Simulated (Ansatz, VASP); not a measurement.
**One calculation of B5Pt, two programs**

```
B Pt
1.0
     0.00000    2.91953    2.91953
     2.91953    0.00000    2.91953
     2.91953    2.91953    0.00000
B Pt
5 1
Direct
  0.16867 0.61044 0.61044
  0.61044 0.16867 0.61044
  0.25000 0.25000 0.25000
  0.61044 0.61044 0.16867
  0.61044 0.61044 0.61044
  0.00000 0.00000 0.00000
```

Change from the starting cell: species swapped into the CaAu5 type (F-43m, No. 216).

Alike in both runs: task relaxation of cell and atoms; functional PBE; k mesh 12 × 12 × 12; occupations gaussian, width 0.1 eV; no spin polarisation.

```csv
,VASP,Ansatz
version,VASP 6.6.1,Ansatz 0.2.0
potentials or method,"VASP PAW PBE potentials, release 64 (B, Pt), cutoff 600 eV","scalar-relativistic, plane waves, PAW"
valence electrons in the cell,25,33
```

|  | VASP | Ansatz | Ansatz less VASP |
| --- | --- | --- | --- |
| gap on the k mesh at the Fermi level, each at its own relaxed structure (eV) | none | none | - |
| relaxed volume (Å³/atom) | 8.25 | 8.26 | +0.014 |
| relaxed cell length with the largest relative difference (Å) | 4.121 | 4.124 | +0.0023 |

A gap of «none» marks a metal or a gap that the smearing closes. VASP's potentials hold 25 valence electrons a cell and Ansatz's 33, so a difference there can come from the potentials and not from the codes.

Spin-orbit coupling is off throughout.
